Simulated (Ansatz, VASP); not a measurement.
# Two plane-wave programs on HfSiO4

```
Hf Si O
1.0
    -3.28625    3.28625    2.98160
     3.28625   -3.28625    2.98160
     3.28625    3.28625   -2.98160
Hf Si O
2 2 8
Cartesian
  0.0000 3.2862 1.4908
  0.0000 0.0000 0.0000
  3.2862 0.0000 1.4908
  0.0000 0.0000 2.9816
  3.2862 2.0736 -1.0746
  4.4989 0.0000 0.4162
  0.0000 1.2126 1.9070
  2.0736 0.0000 0.4162
  3.2862 1.2126 2.5654
  1.2126 0.0000 4.0562
  3.2863 -1.2126 2.5654
  2.0736 3.2862 1.0746
```

Alike in both runs: task single point; functional PBE; k mesh 4 × 4 × 4; occupations gaussian, width 0.1 eV; no spin polarisation.

|  | VASP | Ansatz |
| --- | --- | --- |
| version | VASP 6.6.1 | Ansatz 0.2.0 |
| potentials or method | VASP PAW PBE potentials, release 64 (Hf_pv, Si, O), cutoff 520 eV | scalar-relativistic, plane waves, PAW |
| valence electrons in the cell | 76 | 108 |

|  | VASP | Ansatz | Ansatz less VASP |
| --- | --- | --- | --- |
| gap on the k mesh at the Fermi level (eV) | 5.41 | 5.47 | +0.055 |
| least direct gap on the mesh (eV) | 5.79 | 5.84 | +0.059 |
| pressure (GPa) | 5.8 | 7.5 | +1.69 |
| traceless stress, the component that is largest in VASP (GPa) | 0.77 | 0.53 | -0.243 |
| rms of the force components (eV/Å) | 0.250 | 0.158 | -0.0917 |

Atom by atom the forces differ by 0.093 eV/Å (rms over components). VASP's potentials hold 76 valence electrons a cell and Ansatz's 108, so a difference there can come from the potentials and not from the codes.

Spin-orbit coupling is off throughout.
